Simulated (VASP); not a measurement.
Input of a VASP 6.6.1 run:

INCAR

```
SYSTEM = MoS2
ALGO     = Normal         ! electronic algorithm
EDIFF    = 1E-6           ! SCF threshold, eV
ENCUT    = 520            ! plane-wave cutoff, eV
GGA      = PE             ! functional
ISIF     = 2              ! what is computed and relaxed
ISMEAR   = 0              ! smearing method
IVDW     = 12             ! dispersion correction
LASPH    = .TRUE.         ! aspherical terms in the spheres
LCHARG   = .TRUE.         ! write CHGCAR
LELF     = .TRUE.         ! ELF
LREAL    = .FALSE.        ! projectors in reciprocal space
LVHAR    = .TRUE.       
LWAVE    = .FALSE.        ! write WAVECAR
NBANDS   = 35             ! bands
NELM     = 80             ! most SCF steps
PREC     = Accurate       ! precision mode
SIGMA    = 0.05           ! smearing width, eV
```

Contents of KPOINTS:

```
k-points
0
G
  10 10 2
  0 0 0
```

The input POSCAR:

```
MoS2
1.0
   -3.1494847632      0.0000000000      0.0000000000
   -1.5747423816     -2.7275338138      0.0000000000
    0.0000000000      0.0000000000     13.2900638030
Mo S
2 4
Direct
    0.0000000000      0.0000000000      0.5000000000
    0.0000000000      0.0000000000      0.0000000000
    0.3333333333      0.3333333333      0.1178943076
    0.3333333333      0.3333333333      0.6178943076
    0.3333333333      0.3333333333      0.3821056924
    0.3333333333      0.3333333333      0.8821056924
```

Potentials or basis: VASP PAW PBE potentials, release 64 (Mo_sv, S).

Run with:

```bash
$ cat potpaw_PBE.64/Mo_sv/POTCAR potpaw_PBE.64/S/POTCAR > POTCAR
$ mpirun -np 1 vasp_std > vasp.out
```

(1) Predict the band gap on the k mesh.

(2) Predict the dispersion energy per atom.

(3) Predict the largest force.

## Answers

(1) 1.28 eV.

(2) -0.398 eV.

(3) 0.015 eV/Å.
